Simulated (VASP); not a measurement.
# AlN (F-43m) in VASP: notebook, part 2 of 2

VASP 6.6.1. Earlier steps stand in the parts before.

## (4) Single point, PBE

INCAR reads:

```
SYSTEM = AlN
PREC = Accurate
ENCUT = 520
EDIFF = 1E-7
ISMEAR = -1
SIGMA = 0.02
LREAL = .FALSE.
LASPH = .TRUE.
NELM = 80
ALGO = Normal
ISIF = 2
LWAVE = .FALSE.
LCHARG = .TRUE.
GGA = PE
LELF = .TRUE.
LVHAR = .TRUE.
NBANDS = 11
```

KPOINTS reads:

```
Automatic mesh
0
G
  10 10 10
  0 0 0
```

POSCAR reads:

```
AlN
1.0
    0.0000000000      2.1848764832      2.1848764832
    2.1848764832      0.0000000000      2.1848764832
    2.1848764832      2.1848764832      0.0000000000
Al N
1 1
Direct
    0.0000000000      0.0000000000      0.0000000000
    0.7500000000      0.7500000000      0.7500000000
```

Potentials or basis: VASP PAW PBE potentials, release 64 (Al, N).

Run with:

```bash
$ cat potpaw_PBE.64/Al/POTCAR potpaw_PBE.64/N/POTCAR > POTCAR
$ mpirun -np 1 vasp_std > vasp.out
```

OUTCAR:

```text
SYSTEM = AlN
   PREC = Accurate
   ENCUT = 520
   EDIFF = 1E-7
   ISMEAR = -1
   LREAL = .FALSE.
   LASPH = .TRUE.
   NELM = 80
   ISIF = 2
   GGA = PE

 ion  position               nearest neighbor table
   1  0.000  0.000  0.000-   2 1.89   2 1.89   2 1.89   2 1.89
   2  0.750  0.750  0.750-   1 1.89   1 1.89   1 1.89   1 1.89

  LATTYP: Found a face centered cubic cell.
 ALAT       =     4.3697529664

  Lattice vectors:

 A1 = (   0.0000000000,   2.1848764832,   2.1848764832)
[... 512 lines left out ...]
      6      15.4861      0.00000
      7      18.1967      0.00000
      8      20.5340      0.00000
      9      21.0429      0.00000
     10      27.2580      0.00000
     11      29.5024      0.00000

 [... further k-points ...]
[... 5 lines left out ...]
  --------------------------------------------------------------------------------------
  -------------------------------------------------------------------------------------
  Total        0.5654276      0.5654276      0.5654276      0.0000000      0.0000000     -0.0000000
  in kB       43.4287091     43.4287091     43.4287091      0.0000000      0.0000000     -0.0000000
  external PRESSURE =      43.4287091 kB  Pullay stress =       0.0000000 kB

 VOLUME and BASIS-vectors are now :
 -----------------------------------------------------------------------------
  energy-cutoff  :      520.00
  volume of cell :       20.86
      direct lattice vectors                 reciprocal lattice vectors
     0.000000000  2.184876483  2.184876483    -0.228845888  0.228845888  0.228845888
     2.184876483  0.000000000  2.184876483     0.228845888 -0.228845888  0.228845888
     2.184876483  2.184876483  0.000000000     0.228845888  0.228845888 -0.228845888

 POSITION                                       TOTAL-FORCE (eV/Angst)
 -----------------------------------------------------------------------------------
      0.00000      0.00000      0.00000        -0.000000     -0.000000     -0.000000
      3.27731      3.27731      3.27731         0.000000      0.000000      0.000000
 -----------------------------------------------------------------------------------
    total drift:                               -0.000000     -0.000000     -0.000000

  FREE ENERGIE OF THE ION-ELECTRON SYSTEM (eV)
  ---------------------------------------------------
  free  energy   TOTEN  =       -14.8411753158 eV

  energy  without entropy=      -14.8411753158  energy(sigma->0) =      -14.84117532
```

OSZICAR:

```text
N       E                     dE             d eps       ncg     rms          rms(c)
DAV:   1     0.102094644411E+02    0.10209E+02   -0.38264E+03  1050   0.604E+02
DAV:   2    -0.163450543575E+02   -0.26555E+02   -0.25790E+02  1263   0.135E+02
DAV:   3    -0.172145822429E+02   -0.86953E+00   -0.86845E+00  1246   0.234E+01
DAV:   4    -0.172192987310E+02   -0.47165E-02   -0.47161E-02  1184   0.189E+00
DAV:   5    -0.172193585849E+02   -0.59854E-04   -0.59853E-04  1259   0.202E-01    0.862E+00
DAV:   6    -0.148510790472E+02    0.23683E+01   -0.11863E+01  1215   0.173E+01    0.283E+00
DAV:   7    -0.148476583615E+02    0.34207E-02   -0.17166E-01  1169   0.323E+00    0.206E+00
DAV:   8    -0.148425656217E+02    0.50927E-02   -0.28418E-02  1121   0.159E+00    0.584E-01
DAV:   9    -0.148411185277E+02    0.14471E-02   -0.41503E-03  1235   0.382E-01    0.233E-01
DAV:  10    -0.148411626871E+02   -0.44159E-04   -0.41217E-04  1121   0.131E-01    0.209E-02
DAV:  11    -0.148411754423E+02   -0.12755E-04   -0.12313E-05  1211   0.264E-02    0.161E-02
DAV:  12    -0.148411753330E+02    0.10930E-06   -0.40689E-07  1196   0.475E-03    0.149E-03
DAV:  13    -0.148411753158E+02    0.17266E-07   -0.16483E-07   890   0.218E-03
   1 F= -.14841175E+02 E0= -.14841175E+02  d E =-.938821E-11
```

stdout:

```text
POSCAR found type information on POSCAR AlN
 POSCAR found :  2 types and       2 ions
 scaLAPACK will be used
 LDA part: xc-table for (Slater+PW92), standard interpolation
 POSCAR, INCAR and KPOINTS ok, starting setup
 FFT: planning ... GRIDC
 FFT: planning ... GRID_SOFT
 FFT: planning ... GRID
 WAVECAR not read
 entering main loop
```

Wall time 7 s (1 thread of Intel Xeon Platinum 8259CL at 2.50GHz (Skylake/Cascade Lake), shared host); peak memory 0.13 GiB.

Results:

- Free energy: -14.8412 eV
- Pressure: 4.3 GPa
- Band gap on the k mesh: 3.32 eV, indirect (least direct gap 4.19 eV)

A k mesh can miss the band edges. As with any semilocal functional, this PBE gap is likely too small.

## (5) Single point, LDA

INCAR reads:

```
PREC = Accurate
ENCUT = 520
EDIFF = 1E-7
ISMEAR = 0
SIGMA = 0.01
LREAL = F
LASPH = T
NELM = 100
ALGO = Normal
ISIF = 2
LWAVE = F
LCHARG = F
GGA = CA
NBANDS = 11
```

KPOINTS reads:

```
regular mesh
0
Gamma
  10 10 10
```

POSCAR is that of step 4.

Potentials or basis: VASP PAW LDA potentials, release 64 (Al, N).

Run with:

```bash
$ cat potpaw_LDA.64/Al/POTCAR potpaw_LDA.64/N/POTCAR > POTCAR
$ mpirun -np 1 vasp_std > vasp.out
```

Run time: 5.4 s. Hardware: 1 thread of Intel Xeon Platinum 8259CL at 2.50GHz (Skylake/Cascade Lake), shared host; peak memory 0.12 GiB.

Results (log left out):

| Property | Result |
| --- | --- |
| Free energy | -16.3724 eV |
| Pressure | -3.3 GPa |
| Band gap on the k mesh | 3.22 eV, indirect (least direct gap 4.22 eV) |

Levels at points of the mesh, in eV from the valence-band top:
```csv
k point,band 1,band 2,band 3,band 4,band 5,band 6,band 7,band 8
"(0.00, 0.00, 0.00)",-14.82,0.00,0.00,0.00,4.22,12.32,12.32,12.32
"(0.50, 0.00, 0.00)",-12.70,-5.90,-0.49,-0.49,7.26,9.76,10.96,10.96
"(0.50, 0.50, 0.00)",-12.04,-4.95,-1.79,-1.79,3.22,8.40,13.74,15.47
```

## (6) Summary

| level | potentials or basis | k mesh | smearing | gap on the mesh (eV) | pressure (GPa) |
| --- | --- | --- | --- | --- | --- |
| PBE | VASP PAW PBE potentials, release 64 (Al, N) | 6 × 6 × 6 | gaussian 0.01 eV | 3.32 | 4.3 |
| PBE | VASP PAW PBE potentials, release 64 (Al, N) | 10 × 10 × 10 | fermi-dirac 0.02 eV | 3.32 | 4.3 |
| LDA | VASP PAW LDA potentials, release 64 (Al, N) | 10 × 10 × 10 | gaussian 0.01 eV | 3.22 | -3.3 |

Alike in all rows: task single point; no spin polarisation; cell as given; cutoff (eV) 520.

Absolute energies hang on the potentials; compare differences alone.
